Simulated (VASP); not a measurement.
# MgB2 (P6/mmm) in VASP: notebook

The runs below take MgB2 through single point, with revPBE, PBEsol+D3(BJ).

Everything below comes from runs of VASP 6.6.1. Logs are shortened: lines on timing, memory, paths and dates and some standing lists are left out, and cuts for length are marked.

### Step 1. The cell of the first run

Symmetry: P6/mmm, No. 191, hexagonal system. Conventional cell: a = 3.126 Å, b = 3.126 Å, c = 3.569 Å, α = 90.00°, β = 90.00°, γ = 120.00°. Within 3.3 Å of Mg (site symmetry 6/mmm) lie 12 B at 2.54 Å and 6 Mg at 3.13 Å. Within 2.4 Å of B (site symmetry -6m2) lie 3 B at 1.80 Å.

### Step 2. Single point, revPBE

The input, INCAR:

```
SYSTEM = MgB2
PREC = Accurate ; ENCUT = 520
EDIFF = 1E-6 ; ISMEAR = -1
SIGMA = 0.05 ; LREAL = .FALSE.
LASPH = .TRUE. ; NELM = 60
ALGO = Normal ; ISIF = 2
LWAVE = .FALSE. ; LCHARG = .FALSE.
GGA = RE ; NBANDS = 11
```

The input, KPOINTS:

```
Automatic mesh
0
G
  10 10 8
  0 0 0
```

The input, POSCAR:

```
MgB2
1.0
    3.1255967608      0.0000000000      0.0000000000
   -1.5627983804      2.7068461969      0.0000000000
    0.0000000000      0.0000000000      3.5693605797
Mg B
1 2
Direct
    0.0000000000      0.0000000000      0.0000000000
    0.6666666667      0.3333333333      0.5000000000
    0.3333333333      0.6666666667      0.5000000000
```

Potentials or basis: VASP PAW PBE potentials, release 64 (Mg, B).

On the command line:

```bash
cat potpaw_PBE.64/Mg/POTCAR potpaw_PBE.64/B/POTCAR > POTCAR
mpirun -np 1 vasp_std > vasp.out
```

OUTCAR:

```text
SYSTEM = MgB2
   PREC = Accurate
   ENCUT = 520
   EDIFF = 1E-6
   ISMEAR = -1
   LREAL = .FALSE.
   LASPH = .TRUE.
   NELM = 60
   ISIF = 2
   GGA = RE

 ion  position               nearest neighbor table
   1  0.000  0.000  0.000-   2 2.54   3 2.54   2 2.54   3 2.54   2 2.54   2 2.54   3 2.54   3 2.54
                             2 2.54   2 2.54   3 2.54   3 2.54
   2  0.667  0.333  0.500-   3 1.80   3 1.80   3 1.80   1 2.54   1 2.54   1 2.54   1 2.54   1 2.54
                             1 2.54
   3  0.333  0.667  0.500-   2 1.80   2 1.80   2 1.80   1 2.54   1 2.54   1 2.54   1 2.54   1 2.54
                             1 2.54

  LATTYP: Found a hexagonal cell.
 ALAT       =     3.1255967608
 C/A-ratio  =     1.1419773096

  Lattice vectors:

 A1 = (   3.1255967608,   0.0000000000,   0.0000000000)
 A2 = (  -1.5627983804,   2.7068461969,   0.0000000000)
 A3 = (   0.0000000000,   0.0000000000,   3.5693605797)

Analysis of symmetry for initial positions (statically):
=====================================================================
 Subroutine PRICEL returns:
 Original cell was already a primitive cell.

 Routine SETGRP: Setting up the symmetry group for a
 hexagonal supercell.

 Subroutine GETGRP returns: Found 24 space group operations
 (whereof 24 operations were pure point group operations)
 out of a pool of 24 trial point group operations.

The static configuration has the point symmetry D_6h.

Analysis of symmetry for dynamics (positions and initial velocities):
=====================================================================
 Subroutine PRICEL returns:
 Original cell was already a primitive cell.

 Routine SETGRP: Setting up the symmetry group for a
 hexagonal supercell.

 Subroutine GETGRP returns: Found 24 space group operations
 (whereof 24 operations were pure point group operations)
 out of a pool of 24 trial point group operations.

The dynamic configuration has the point symmetry D_6h.

 Subroutine INISYM returns: Found 24 space group operations
 (whereof 24 operations are pure point group operations),
 and found     1 'primitive' translations

----------------------------------------------------------------------------------------

                                     Primitive cell

  volume of cell :      30.1986

  direct lattice vectors                    reciprocal lattice vectors
     3.125596761  0.000000000  0.000000000     0.319938903  0.184716812  0.000000000
    -1.562798380  2.706846197  0.000000000     0.000000000  0.369433624  0.000000000
     0.000000000  0.000000000  3.569360580     0.000000000  0.000000000  0.280162224

  length of vectors
[... 92 lines left out ...]
   POTIM  = 0.5000    time-step for ionic-motion
   TEBEG  =    0.0;   TEEND  =   0.0 temperature during run
   PSTRESS=    0.0 pullay stress
   NELECT =       8.0000    total number of electrons
   NUPDOWN=      -1.0000    fix difference up-down
   EMIN   =  10.00;   EMAX   =-10.00  energy-range for DOS
   EFERMI =   0.00;   METHOD = LEGACY
   ISMEAR =    -1;   SIGMA  =   0.05  broadening in eV -4-tet -1-fermi 0-gaus
   EFERMI_NEDOS =   21; number of points for ismear=-14 and -15
   IALGO  =     38    algorithm
   IMIX   =      4    mixing-type and parameters
     AMIX     =   0.40;   BMIX     =  1.00
     AMIX_MAG =   1.60;   BMIX_MAG =  1.00
  volume/ion in A,a.u.               =      10.07        67.93
  Fermi-wavevector in a.u.,A,eV,Ry     =   1.051419  1.986894 15.040996  1.105482
  Thomas-Fermi vector in A             =   2.186461
   LORBIT       =      0    0 simple, 1 ext, 2 COOP (PROOUT), +10 PAW based schemes
   GGA     = RE    functional components
   LHFCALC =     F    Hartree Fock is set to
   AEXX    =    0.0000 exact exchange contribution
   IVDW    =     0    specifies the selected vdW correction
   LEPSILON=     F    determine dielectric tensor
   LRPA    =     F    only Hartree local field effects (RPA)
 non-spin polarized calculation
  energy-cutoff  :      520.00
  volume of cell :       30.20
 maximum number of plane-waves:       830
 NGX is ok and might be reduce to    24
   NGX = 11   NGY = 11   NGZ = 13

 number of electron       8.0000000 magnetization

 Free energy of the ion-electron system (eV)
  ---------------------------------------------------
  ext. energy  EPLUGINS =         0.00000000
  ---------------------------------------------------
  free energy    TOTEN  =       -14.67067231 eV

  energy without entropy =      -14.66477361  energy(sigma->0) =      -14.66772296

 E-fermi :   5.1213     XC(G=0): -10.6915

 val. band max:        5.0933234971   @ k =   0.1000   0.0000   0.1250
 cond. band min:       5.1479658229   @ k =   0.3000   0.2000   0.0000
 fundamental gap:      0.0546423258
 Fermi energy:         5.1212710896

 k-point     1 :       0.0000    0.0000    0.0000
  band No.  band energies     occupation
      1      -7.1345      2.00000
      2       2.2234      2.00000
      3       5.4286      0.00428
      4       5.4286      0.00428
      5       6.6493      0.00000
      6      11.2260      0.00000
      7      11.2260      0.00000
      8      12.6933      0.00000
      9      14.7322      0.00000
     10      17.3809      0.00000
     11      20.9192      0.00000
[... 309 lines left out ...]
 k-point    24 :       0.4000    0.1000    0.1250
  band No.  band energies     occupation
      1      -3.6172      2.00000
      2      -1.8579      2.00000
      3       2.3206      2.00000
      4       4.4373      2.00000
      5       7.2445      0.00000
      6      10.1093      0.00000
      7      11.1984      0.00000
      8      13.0639      0.00000
      9      14.9706      0.00000
     10      18.1114      0.00000
     11      19.0071      0.00000

 [... further k-points ...]
[... 5 lines left out ...]
  --------------------------------------------------------------------------------------
  -------------------------------------------------------------------------------------
  Total       -0.8974325     -0.8974325     -0.5754785      0.0000000      0.0000000      0.0000000
  in kB      -47.6129865    -47.6129865    -30.5318234      0.0000000      0.0000000      0.0000000
  external PRESSURE =     -41.9192655 kB  Pullay stress =       0.0000000 kB

 VOLUME and BASIS-vectors are now :
 -----------------------------------------------------------------------------
  energy-cutoff  :      520.00
  volume of cell :       30.20
      direct lattice vectors                 reciprocal lattice vectors
     3.125596761  0.000000000  0.000000000     0.319938903  0.184716812  0.000000000
    -1.562798380  2.706846197  0.000000000     0.000000000  0.369433624  0.000000000
     0.000000000  0.000000000  3.569360580     0.000000000  0.000000000  0.280162224

 POSITION                                       TOTAL-FORCE (eV/Angst)
 -----------------------------------------------------------------------------------
      0.00000      0.00000      0.00000         0.000000      0.000000      0.000000
      1.56280      0.90228      1.78468         0.000000     -0.000000     -0.000000
     -0.00000      1.80456      1.78468        -0.000000      0.000000      0.000000
 -----------------------------------------------------------------------------------
    total drift:                                0.000000     -0.000000      0.000000

  FREE ENERGIE OF THE ION-ELECTRON SYSTEM (eV)
  ---------------------------------------------------
  free  energy   TOTEN  =       -14.6706723109 eV

  energy  without entropy=      -14.6647736064  energy(sigma->0) =      -14.66772296
```

It took 11 s on 1 thread of AMD EPYC 9R45 (Zen 5), shared host; peak memory 0.13 GiB.

What came out:

* Free energy: -14.6707 eV
* Pressure: -4.2 GPa
* Band gap on the k mesh: zero (band 4 reaches 6.19 eV, above the bottom of band 5 at 3.80 eV)

Levels at points of the mesh, in eV from the Fermi level:
| k point | band 1 | band 2 | band 3 | band 4 | band 5 | band 6 | band 7 | band 8 |
| --- | --- | --- | --- | --- | --- | --- | --- | --- |
| (0.00, 0.00, 0.00) | -12.26 | -2.90 | 0.31 | 0.31 | 1.53 | 6.10 | 6.10 | 7.57 |
| (0.50, 0.00, 0.00) | -8.50 | -7.72 | -2.16 | 0.19 | 2.96 | 3.71 | 5.11 | 6.76 |
| (0.00, 0.00, 0.50) | -11.05 | -7.27 | 0.67 | 0.67 | 6.45 | 6.45 | 7.69 | 9.19 |
| (0.50, 0.00, 0.50) | -7.56 | -6.84 | -3.51 | -1.87 | -1.29 | 5.37 | 8.46 | 8.64 |

Caveat: the PAW data sets were made with another functional, which shifts forces and pressure a little.

### Step 3. Single point, PBEsol+D3(BJ)

This run uses another cell than the first one, of 10.26 Å³/atom, 1.019 times its volume.

The input, INCAR:

```
SYSTEM = MgB2
PREC = Accurate
ENCUT = 520
EDIFF = 1E-7
ISMEAR = -1
SIGMA = 0.05
LREAL = .FALSE.
LASPH = .TRUE.
NELM = 100
ALGO = Normal
ISIF = 2
LWAVE = .FALSE.
LCHARG = .FALSE.
GGA = PS
IVDW = 12
NBANDS = 11
```

The input, KPOINTS:

```
regular mesh
0
G
  10 10 8
  0 0 0
```

The input, POSCAR:

```
MgB2
1.0
    3.1455055572      0.0000000000      0.0000000000
   -1.5727527786      2.7240877203      0.0000000000
    0.0000000000      0.0000000000      3.5920959734
Mg B
1 2
Direct
    0.0000000000      0.0000000000      0.0000000000
    0.6666666667      0.3333333333      0.5000000000
    0.3333333333      0.6666666667      0.5000000000
```

Potentials or basis: VASP PAW PBE potentials, release 64 (Mg, B).

On the command line:

```bash
cat potpaw_PBE.64/Mg/POTCAR potpaw_PBE.64/B/POTCAR > POTCAR
mpirun -np 1 vasp_std > vasp.out
```

OUTCAR:

```text
SYSTEM = MgB2
   PREC = Accurate
   ENCUT = 520
   EDIFF = 1E-7
   ISMEAR = -1
   LREAL = .FALSE.
   LASPH = .TRUE.
   NELM = 100
   ISIF = 2
   GGA = PS
   IVDW = 12
 IVDW          = 12

 ion  position               nearest neighbor table
   1  0.000  0.000  0.000-   2 2.55   3 2.55   2 2.55   3 2.55   2 2.55   2 2.55   3 2.55   3 2.55
                             2 2.55   2 2.55   3 2.55   3 2.55
   2  0.667  0.333  0.500-   3 1.82   3 1.82   3 1.82   1 2.55   1 2.55   1 2.55   1 2.55   1 2.55
                             1 2.55
   3  0.333  0.667  0.500-   2 1.82   2 1.82   2 1.82   1 2.55   1 2.55   1 2.55   1 2.55   1 2.55
                             1 2.55
[... 539 lines left out ...]
  Direction    XX          YY          ZZ          XY          YZ          ZX
  --------------------------------------------------------------------------------------
  -------------------------------------------------------------------------------------
  Total      -2.90610    -2.90610    -2.36287     0.00000     0.00000     0.00000
  in kB    -151.27289  -151.27289  -122.99607     0.00000     0.00000     0.00000
  external pressure =     -141.85 kB  Pullay stress =        0.00 kB

 VOLUME and BASIS-vectors are now :
 -----------------------------------------------------------------------------
  energy-cutoff  :      520.00
  volume of cell :       30.78
      direct lattice vectors                 reciprocal lattice vectors
     3.145505557  0.000000000  0.000000000     0.317913919  0.183547687  0.000000000
    -1.572752779  2.724087720  0.000000000     0.000000000  0.367095374  0.000000000
     0.000000000  0.000000000  3.592095973     0.000000000  0.000000000  0.278388998

 POSITION                                       TOTAL-FORCE (eV/Angst)
 -----------------------------------------------------------------------------------
      0.00000      0.00000      0.00000         0.000000      0.000000      0.000000
      1.57275      0.90803      1.79605         0.000000     -0.000000      0.000000
     -0.00000      1.81606      1.79605        -0.000000      0.000000      0.000000
 -----------------------------------------------------------------------------------
    total drift:                                0.000000     -0.000000      0.000000

  FREE ENERGIE OF THE ION-ELECTRON SYSTEM (eV)
  ---------------------------------------------------
  free  energy   TOTEN  =       -16.8056972891 eV

  energy  without entropy=      -16.7996543888  energy(sigma->0) =      -16.80267584
```

It took 11 s on 1 thread of AMD EPYC 9R45 (Zen 5), shared host; peak memory 0.14 GiB.

What came out:

```
Free energy                : -16.8057 eV
Pressure                   : -14.2 GPa
Band gap on the k mesh     : zero (band 4 reaches 5.91 eV, above the bottom of band 5 at 3.52 eV)
Dispersion energy per atom : -0.221 eV
```

Caveat: the PAW data sets were made with another functional, which shifts forces and pressure a little; pairwise dispersion overbinds metals, which lowers pressure and volume.
